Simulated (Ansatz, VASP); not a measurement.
# TiO2: VASP beside Ansatz

```
Ti O
1.0
     4.26915    0.00000    0.00000
     0.00000    4.26915    0.00000
     0.00000    0.00000    3.00638
Ti O
2 4
Direct
  0.00000 0.00000 0.00000
  0.50000 0.50000 0.50000
  0.30565 0.30565 0.00000
  0.19435 0.80565 0.50000
  0.69435 0.69435 0.00000
  0.80565 0.19435 0.50000
```

Change from the starting cell: strain -0.080 along x and y, +0.000 along z, atoms carried along.

Alike in both runs: task single point; functional PBE; k mesh 6 × 6 × 10; occupations gaussian, width 0.05 eV; no spin polarisation; Hubbard terms Ti d U = 4.0 eV.

|  | VASP | Ansatz |
| --- | --- | --- |
| version | VASP 6.6.1 | Ansatz 0.2.0 |
| potentials or method | VASP PAW PBE potentials, release 64 (Ti_sv, O_h), cutoff 910 eV | scalar-relativistic, plane waves, PAW |
| valence electrons in the cell | 48 | 48 |

|  | VASP | Ansatz | Ansatz less VASP |
| --- | --- | --- | --- |
| gap on the k mesh at the Fermi level (eV) | 2.76 | 2.73 | -0.030 |
| least direct gap on the mesh (eV) | 2.76 | 2.77 | +0.010 |
| rms of the force components (eV/Å) | 0.075 | 0.062 | -0.0135 |

The programs project onto different local orbitals, so the same U acts differently, and such runs can settle in different states. Atom by atom the forces differ by 0.013 eV/Å (rms over components).

Noted on VASP's run: the cutoff is short for stress, so the pressure is rough.
